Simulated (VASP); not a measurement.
# InH (P6_3/mmc) in VASP: further runs, part 2 of 2

VASP 6.6.1. Earlier steps stand in the parts before.

## (3) Relaxation of cell and atoms, PBE

This run uses another cell than the first one, of 16.48 Å³/atom.

File INCAR:

```
  PREC = Accurate
  ENCUT = 500
  EDIFF = 1E-7
  ISMEAR = 0
  SIGMA = 0.1
  LREAL = F
  LASPH = T
  NELM = 120
  ALGO = Normal
  ISIF = 3
  LWAVE = F
  LCHARG = F
  GGA = PE
  IBRION = 2
  NSW = 90
  EDIFFG = -0.025
  GGA_COMPAT = F
  NELMIN = 4
```

File KPOINTS:

```
regular mesh
0
Gamma
  12 12 4
```

File POSCAR:

```
InH
1.0
    3.4720256566      0.0000000000      0.0000000000
   -1.7360128283      3.0068624212      0.0000000000
    0.0000000000      0.0000000000     12.6317291374
In H
4 4
Direct
    0.0000000000      1.0000000000      0.0000000000
    0.3333333333      0.6666666667      0.2500000000
    0.0000000000      1.0000000000      0.5000000000
    0.6666666667      0.3333333333      0.7500000000
    0.3333333333      0.6666666667      0.5746791982
    0.6666666667      0.3333333333      0.4253208018
    0.6666666667      0.3333333333      0.0746791982
    0.3333333333      0.6666666667      0.9253208018
```

Potentials or basis: VASP PAW PBE potentials, release 64 (In_d, H).

Run with:

```console
$ cat potpaw_PBE.64/In_d/POTCAR potpaw_PBE.64/H/POTCAR > POTCAR
$ mpirun -np 1 vasp_std > vasp.out
```

OUTCAR:

```text
PREC = Accurate
   ENCUT = 500
   EDIFF = 1E-7
   ISMEAR = 0
   LREAL = F
   LASPH = T
   NELM = 120
   ISIF = 3
   GGA = PE
   IBRION = 2
   NSW = 90
   EDIFFG = -0.025
   NELMIN = 4

 ion  position               nearest neighbor table
   1  0.000  0.000  0.000-   7 2.22   8 2.22   8 2.22   7 2.22   7 2.22   8 2.22   2 3.74   4 3.74
                             2 3.74   4 3.74   2 3.74   4 3.74
   2  0.333  0.667  0.250-   1 3.74   3 3.74   1 3.74   3 3.74   1 3.74   3 3.74
   3  0.000  0.000  0.500-   5 2.22   6 2.22   5 2.22   6 2.22   6 2.22   5 2.22   2 3.74   4 3.74
                             2 3.74   4 3.74   2 3.74   4 3.74
   4  0.667  0.333  0.750-   1 3.74   3 3.74   1 3.74   3 3.74   1 3.74   3 3.74
   5  0.333  0.667  0.575-   3 2.22   3 2.22   3 2.22
   6  0.667  0.333  0.425-   3 2.22   3 2.22   3 2.22
   7  0.667  0.333  0.075-   1 2.22   1 2.22   1 2.22
   8  0.333  0.667  0.925-   1 2.22   1 2.22   1 2.22

  LATTYP: Found a hexagonal cell.
 ALAT       =     3.4720256566
 C/A-ratio  =     3.6381439502

  Lattice vectors:

 A1 = (   3.4720256566,   0.0000000000,   0.0000000000)
 A2 = (  -1.7360128283,   3.0068624212,   0.0000000000)
 A3 = (   0.0000000000,   0.0000000000,  12.6317291374)

Analysis of symmetry for initial positions (statically):
=====================================================================
 Subroutine PRICEL returns:
 Original cell was already a primitive cell.

 Routine SETGRP: Setting up the symmetry group for a
 hexagonal supercell.

 Subroutine GETGRP returns: Found 24 space group operations
 (whereof 12 operations were pure point group operations)
 out of a pool of 24 trial point group operations.

The static configuration has the point symmetry D_3d.
 The point group associated with its full space group is D_6h.

Analysis of symmetry for dynamics (positions and initial velocities):
=====================================================================
 Subroutine PRICEL returns:
 Original cell was already a primitive cell.

 Routine SETGRP: Setting up the symmetry group for a
 hexagonal supercell.

 Subroutine GETGRP returns: Found 24 space group operations
 (whereof 12 operations were pure point group operations)
 out of a pool of 24 trial point group operations.

The dynamic configuration has the point symmetry D_3d.
 The point group associated with its full space group is D_6h.

 Subroutine INISYM returns: Found 24 space group operations
 (whereof 12 operations are pure point group operations),
 and found     1 'primitive' translations

----------------------------------------------------------------------------------------

                                     Primitive cell

  volume of cell :     131.8740

  direct lattice vectors                    reciprocal lattice vectors
     3.472025657  0.000000000  0.000000000     0.288016305  0.166286291  0.000000000
    -1.736012828  3.006862421  0.000000000     0.000000000  0.332572582  0.000000000
     0.000000000  0.000000000 12.631729137     0.000000000  0.000000000  0.079165725

  length of vectors
[... 56 lines left out ...]
  0.416667 -0.000000  0.000000      6.000000
[... 16 lines left out ...]
  0.250000  0.000000  0.250000     12.000000
  0.333333  0.000000  0.250000     12.000000
 [... further k-points ...]
   k-points           NKPTS =     57   k-points in BZ     NKDIM =     57   number of bands    NBANDS=     33
   number of dos      NEDOS =    301   number of ions     NIONS =      8
   total plane-waves  NPLWV =  75264
   dimension x,y,z NGX =    28 NGY =   28 NGZ =   96
   dimension x,y,z NGXF=    56 NGYF=   56 NGZF=  192
   ions per type =               4   4
   NGX,Y,Z   is equivalent  to a cutoff of  13.41, 13.41, 12.63 a.u.
   NGXF,Y,Z  is equivalent  to a cutoff of  26.81, 26.81, 25.27 a.u.
 SYSTEM =  unknown system
   PREC   = accura    normal or accurate (medium, high low for compatibility)
   ISTART =      0    job   : 0-new  1-cont  2-samecut
   ICHARG =      2    charge: 1-file 2-atom 10-const
   ISPIN  =      1    spin polarized calculation?
   LNONCOLLINEAR =      F non collinear calculations
   LSORBIT =      F    spin-orbit coupling
   LASPH  =      T    aspherical Exc in radial PAW
   ENCUT  =  500.0 eV  36.75 Ry    6.06 a.u.   6.33  6.33 23.03*2*pi/ulx,y,z
   NELM   =    120;   NELMIN=  4; NELMDL= -5     # of ELM steps
   EDIFF  = 0.1E-06   stopping-criterion for ELM
   LREAL  =      F    real-space projection
   EDIFFG = -.3E-01   stopping-criterion for IOM
   NSW    =     90    number of steps for IOM
   IBRION =      2    ionic relax: 0-MD 1-quasi-New 2-CG
   NFREE  =      1    steps in history (QN), initial steepest desc. (CG)
   ISIF   =      3    stress and relaxation
   ISYM   =      2    0-nonsym 1-usesym 2-fastsym
   POTIM  = 0.5000    time-step for ionic-motion
   TEBEG  =    0.0;   TEEND  =   0.0 temperature during run
   PSTRESS=    0.0 pullay stress
   NELECT =      56.0000    total number of electrons
   NUPDOWN=      -1.0000    fix difference up-down
   EMIN   =  10.00;   EMAX   =-10.00  energy-range for DOS
   EFERMI =   0.00;   METHOD = LEGACY
   ISMEAR =     0;   SIGMA  =   0.10  broadening in eV -4-tet -1-fermi 0-gaus
   EFERMI_NEDOS =   21; number of points for ismear=-14 and -15
   IALGO  =     38    algorithm
   IMIX   =      4    mixing-type and parameters
     AMIX     =   0.40;   BMIX     =  1.00
     AMIX_MAG =   1.60;   BMIX_MAG =  1.00
  volume/ion in A,a.u.               =      16.48       111.24
  Fermi-wavevector in a.u.,A,eV,Ry     =   1.230508  2.325323 20.601258  1.514150
  Thomas-Fermi vector in A             =   2.365354
   LORBIT       =      0    0 simple, 1 ext, 2 COOP (PROOUT), +10 PAW based schemes
   GGA     = PE    functional components
   LHFCALC =     F    Hartree Fock is set to
   AEXX    =    0.0000 exact exchange contribution
   IVDW    =     0    specifies the selected vdW correction
   LEPSILON=     F    determine dielectric tensor
   LRPA    =     F    only Hartree local field effects (RPA)
 conjugate gradient relaxation of ions
 non-spin polarized calculation
 Gauss-broadening in eV      SIGMA  =   0.10
  energy-cutoff  :      500.00
  volume of cell :      131.87
 maximum number of plane-waves:      3370
 NGX is ok and might be reduce to    28
   NGX = 13   NGY = 13   NGZ = 47

--------------------------------------- Ionic step        1  -------------------------------------------

 number of electron      56.0000016 magnetization

 Free energy of the ion-electron system (eV)
  ---------------------------------------------------
  ext. energy  EPLUGINS =         0.00000000
  ---------------------------------------------------
  free energy    TOTEN  =       -20.45602662 eV

  energy without entropy =      -20.44224455  energy(sigma->0) =      -20.44913558

------------------------ aborting loop because EDIFF is reached ----------------------------------------

  FORCE on cell =-STRESS in cart. coord.  units (eV):
  Direction    XX          YY          ZZ          XY          YZ          ZX
  --------------------------------------------------------------------------------------
  -------------------------------------------------------------------------------------
  Total        0.0764268      0.0764268      0.0939446      0.0000000      0.0000000      0.0000000
  in kB        0.9285325      0.9285325      1.1413612      0.0000000      0.0000000      0.0000000
  external PRESSURE =       0.9994754 kB  Pullay stress =       0.0000000 kB
[... 197 lines left out ...]
--------------------------------------- Ionic step        6  -------------------------------------------

 number of electron      56.0000020 magnetization

 Free energy of the ion-electron system (eV)
  ---------------------------------------------------
  ext. energy  EPLUGINS =         0.00000000
  ---------------------------------------------------
  free energy    TOTEN  =       -20.45984055 eV

  energy without entropy =      -20.44700449  energy(sigma->0) =      -20.45342252

 E-fermi :   5.7284     XC(G=0):  -9.6423

 val. band max:        5.6915338220   @ k =   0.3333   0.1667   0.2500
 cond. band min:       5.7667676415   @ k =   0.4167  -0.0000   0.0000
 fundamental gap:      0.0752338195
 Fermi energy:         5.7284199435

 k-point     1 :       0.0000    0.0000    0.0000
  band No.  band energies     occupation
      1      -9.0150      2.00000
      2      -9.0121      2.00000
      3      -8.9688      2.00000
      4      -8.9678      2.00000
      5      -8.9052      2.00000
      6      -8.9052      2.00000
[... 853 lines left out ...]
     32       8.3438      0.00000
     33       9.8734      0.00000

 [... further k-points ...]

------------------------ aborting loop because EDIFF is reached ----------------------------------------

  FORCE on cell =-STRESS in cart. coord.  units (eV):
  Direction    XX          YY          ZZ          XY          YZ          ZX
  --------------------------------------------------------------------------------------
  -------------------------------------------------------------------------------------
  Total       -0.1340463     -0.1340463     -0.0078050      0.0000000      0.0000000      0.0000000
  in kB       -1.6080462     -1.6080462     -0.0936307      0.0000000      0.0000000      0.0000000
  external PRESSURE =      -1.1032411 kB  Pullay stress =       0.0000000 kB
[... 23 lines left out ...]
  FREE ENERGIE OF THE ION-ELECTRON SYSTEM (eV)
  ---------------------------------------------------
  free  energy   TOTEN  =       -20.4598405516 eV

  energy  without entropy=      -20.4470044908  energy(sigma->0) =      -20.45342252

 reached required accuracy - stopping structural energy minimisation
```

Run time: 21 min. Hardware: 1 thread of Intel Xeon Platinum 8375C at 2.90GHz (Ice Lake), shared host; peak memory 0.38 GiB.

Results:

| Item | Value |
| --- | --- |
| Free energy | -20.4598 eV |
| Relaxed volume | 16.69 Å³/atom |
| Relaxed cell | a = 3.482 Å, b = 3.482 Å, c = 12.718 Å, α = 90.00°, β = 90.00°, γ = 120.00° |
| Space group after relaxing (to 0.1 Å) | P6_3/mmc (No. 194) |
| Energy gained by relaxing | 0.5 meV/atom |
| Ionic steps | 6 |
| Pressure after relaxing | -0.1 GPa |
| Band gap on the k mesh | zero (bands 28 and 29 overlap by 3.62 eV) |

Step by step:
```
step  energy change (eV)  largest force (eV/Å)  pressure (GPa)  volume (Å³)
   1              0.0000                0.0540            0.10       131.87
   2             -0.0007                0.0504            0.07       132.07
   3             -0.0021                0.0396           -0.04       132.66
   4             -0.0029                0.0172           -0.23       133.85
   5             -0.0035                0.0079           -0.18       133.70
   6             -0.0038                0.0015           -0.11       133.56
```

Final structure:
```xyz
8
Lattice="3.4823 0.0000 0.0000 -1.7411 3.0157 0.0000 0.0000 0.0000 12.7179" Properties=species:S:1:pos:R:3 pbc="T T T"
In    0.0000    0.0000    0.0000
In    0.0000    2.0105    3.1795
In    0.0000    0.0000    6.3590
In    1.7411    1.0052    9.5384
H     0.0000    2.0105    7.2742
H     1.7411    1.0052    5.4437
H     1.7411    1.0052    0.9153
H     0.0000    2.0105   11.8026
```

Caveat: spin-orbit coupling is left out, which moves the levels of the heavy elements.

The gap in the log of VASP goes by the Fermi energy; the results here count the filled bands.